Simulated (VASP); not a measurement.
Sb:

```
Sb
1.0
     2.15420    1.24373    3.75800
    -2.15420    1.24373    3.75800
     0.00000   -2.48746    3.75800
Sb
2
Direct
  0.23349 0.23349 0.23349
  0.76651 0.76651 0.76651
```

* Program: VASP 6.6.1
* Task: relaxation of cell and atoms
* Functional: r2SCAN
* Potentials or basis: VASP PAW PBE potentials, release 64 (Sb)
* Cutoff: 600 eV
* k mesh: 13 × 13 × 13
* Occupations: gaussian, width 0.05 eV
* Spin: no spin polarisation

At the start: pressure 1.8 GPa; volume 30.21 Å³/atom.

How do energy, volume and symmetry change on relaxing?

Over 7 steps the energy falls by 6.0 meV/atom and the volume is 31.47 Å³/atom (+4.2 %); space group R-3m (No. 166, to 0.1 Å) before and after.

Step by step:
```
step  energy change (eV)  largest force (eV/Å)  pressure (GPa)  volume (Å³)
   1              0.0000                0.0876            1.83        60.41
   2             -0.0047                0.2130           -1.13        63.47
   3             -0.0098                0.0908            0.05        62.15
   4             -0.0106                0.0663            0.04        62.29
   5             -0.0116                0.0059            0.03        62.63
   6             -0.0117                0.0210            0.03        62.77
   7             -0.0120                0.0015           -0.04        62.93
```

Final structure:
```
CELL_PARAMETERS angstrom
2.17492 1.25569 3.84058
-2.17492 1.25569 3.84058
0.00000 -2.51138 3.84058
ATOMIC_POSITIONS crystal
Sb 0.23215 0.23215 0.23215
Sb 0.76785 0.76785 0.76785
```

Caveat: the PAW data sets were made with another functional, which shifts forces and pressure a little.
